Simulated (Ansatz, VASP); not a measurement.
## One calculation of Cu4BP3, two programs

The input INCAR:

```
SYSTEM = Cu4BP3
PREC = Accurate ; ENCUT = 520
EDIFF = 1E-7 ; ISMEAR = -1
SIGMA = 0.0202 ; LREAL = .FALSE.
LASPH = .TRUE. ; NELM = 100
ALGO = Normal ; ISIF = 2
LWAVE = .FALSE. ; LCHARG = .FALSE.
GGA = PE ; NBANDS = 41
```

Contents of KPOINTS:

```
regular mesh
0
G
  9 9 5
  0 0 0
```

File POSCAR:

```
Cu4BP3
1.0
    3.7944630000      0.0000000000      0.0000000000
    0.0000000000      3.7944630000      0.0000000000
    0.0000000000      0.0000000000      6.9566250000
B Cu P
1 4 3
Direct
    0.0000000000      0.0000000000      0.5000000000
    0.5000000000      0.0000000000      0.1741100000
    0.0000000000      0.5000000000      0.1741100000
    0.5000000000      0.0000000000      0.8258900000
    0.0000000000      0.5000000000      0.8258900000
    0.0000000000      0.0000000000      0.0000000000
    0.5000000000      0.5000000000      0.3508000000
    0.5000000000      0.5000000000      0.6492000000
```

Input for Ansatz:

```yaml
crystal:
  lattice:
    - [3.794463, 0.0, 0.0]
    - [0.0, 3.794463, 0.0]
    - [0.0, 0.0, 6.956625]
  atoms:
    - { symbol: B, position: [0.0, 0.0, 0.5] }
    - { symbol: Cu, position: [0.5, 0.0, 0.17411] }
    - { symbol: Cu, position: [0.0, 0.5, 0.17411] }
    - { symbol: Cu, position: [0.5, 0.0, 0.82589] }
    - { symbol: Cu, position: [0.0, 0.5, 0.82589] }
    - { symbol: P, position: [0.0, 0.0, 0.0] }
    - { symbol: P, position: [0.5, 0.5, 0.3508] }
    - { symbol: P, position: [0.5, 0.5, 0.6492] }
  symmetry: { tolerance: 0.0003 }
kpoints:
  mp_grid: { grid: [9, 9, 5], shift: [0, 0, 0] }
  band_path:
    path:
      - [0.0, 0.0, 0.0]
      - [0.0, 0.5, 0.0]
      - [0.5, 0.5, 0.0]
      - [0.0, 0.0, 0.0]
      - [0.0, 0.0, 0.5]
      - [0.0, 0.5, 0.5]
      - [0.5, 0.5, 0.5]
      - [0.0, 0.0, 0.5]
    npoints: 7
magnetization:
  spin_polarized: false
scf:
  occupations: { method: fermi_dirac, width: 0.0202 }
  lower_state_search: "off"
  max_iter: 200
hamiltonian:
  pseudopotentials: { kind: paw }
  xc: pbe
basis:
  ecutwfc: 420
  fft_grid_basis: typed
output:
  forces: true
  stress: true
  eigenvalues: true
  bader: true
  populations: true
  elf: true
  write_potential: true
  volumetric_format: npy
  dos:
    e_range: [-12, 8]
    de: 0.05
    projected: { site_lists: { B: [B], Cu: [Cu], P: [P] } }
checkpoint:
  read: saved_state
```

Alike in both runs: task single point; functional PBE; k mesh 9 × 9 × 5; occupations fermi-dirac, width 0.0202 eV; no spin polarisation.

|  | VASP | Ansatz |
| --- | --- | --- |
| version | VASP 6.6.1 | Ansatz 0.2.0 |
| potentials or method | VASP PAW PBE potentials, release 64 (B, Cu, P), cutoff 520 eV | PAW plane waves |
| valence electrons in the cell | 62 | 94 |

```csv
,VASP,Ansatz,Ansatz less VASP
pressure (GPa),18.6,18.4,-0.18
"traceless stress, the component that is largest in VASP (GPa)",2.71,2.84,+0.135
rms of the force components (eV/Å),0.460,0.450,-0.0099
```

Atom by atom the forces differ by 0.031 eV/Å (rms over components). With one functional, cell and mesh, what is left measures potentials, basis and numerics. VASP's potentials hold 62 valence electrons a cell and Ansatz's 94, so a difference there can come from the potentials and not from the codes.
